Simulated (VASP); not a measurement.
Sn: single point with LDA

Sn:

```
CELL_PARAMETERS angstrom
-1.97501 1.97501 1.64103
1.97501 -1.97501 1.64103
1.97501 1.97501 -1.64103
ATOMIC_POSITIONS crystal
Sn 0.00000 0.00000 0.00000
```

```
Program             : VASP 6.6.1
Task                : single point
Functional          : LDA
Potentials or basis : VASP PAW LDA potentials, release 64 (Sn_d)
Cutoff              : 520 eV
k mesh              : 10 × 10 × 10
Occupations         : fermi-dirac, width 0.05 eV
Spin                : no spin polarisation
```

The pressure is 0.0 GPa and the band gap on the k mesh is zero (band 7 reaches 15.79 eV, above the bottom of band 8 at 6.30 eV).

Levels at points of the mesh, in eV from the Fermi level:
| k point | band 4 | band 5 | band 6 | band 7 | band 8 | band 9 | band 10 | band 11 |
| --- | --- | --- | --- | --- | --- | --- | --- | --- |
| (0.00, 0.00, 0.00) | -21.38 | -21.25 | -11.53 | 7.28 | 7.28 | 9.79 | 10.91 | 12.15 |
| (0.50, 0.00, 0.00) | -21.23 | -21.19 | -5.89 | -4.46 | 3.23 | 4.57 | 7.66 | 7.75 |
| (0.50, 0.50, 0.00) | -21.30 | -21.20 | -7.38 | -4.97 | 5.88 | 7.99 | 10.76 | 11.14 |
| (0.50, 0.50, 0.50) | -21.22 | -21.18 | -3.10 | -1.61 | -1.61 | 2.34 | 3.18 | 6.13 |

Run time: 11 s on 1 thread of Intel(R) Xeon(R) Platinum 8559C (Emerald Rapids) (shared host), peak memory 0.14 GiB.

Caveat: spin-orbit coupling is left out, which moves the levels of the heavy elements.
